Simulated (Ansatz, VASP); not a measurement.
**Co: VASP beside Ansatz**

```xyz
4
Lattice="2.5019 0.0000 0.0000 -1.2509 2.1667 0.0000 0.0000 0.0000 8.1712" Properties=species:S:1:pos:R:3 pbc="T T T"
Co    0.0000    0.0000    0.0000
Co    0.0000    0.0000    4.0856
Co    0.0000    1.4445    2.0428
Co    1.2509    0.7222    6.1284
```

Alike in both runs: task relaxation of cell and atoms; functional PBE; k mesh 14 × 14 × 4; occupations fermi-dirac, width 0.1 eV; no spin polarisation.

|  | VASP | Ansatz |
| --- | --- | --- |
| version | VASP 6.6.1 | Ansatz 0.2.0 |
| potentials or method | VASP PAW PBE potentials, release 64 (Co), cutoff 600 eV | plane waves (420 eV) with PAW, scalar-relativistic |
| valence electrons in the cell | 36 | 68 |

|  | VASP | Ansatz | Ansatz less VASP |
| --- | --- | --- | --- |
| relaxed volume (Å³/atom) | 10.31 | 10.35 | +0.040 |
| relaxed cell length with the largest relative difference (Å) | 7.961 | 7.972 | +0.0109 |

VASP's potentials hold 36 valence electrons a cell and Ansatz's 68, so a difference there can come from the potentials and not from the codes.

Noted on VASP's run: too few bands were computed for a metal, which touches its energy and stress.
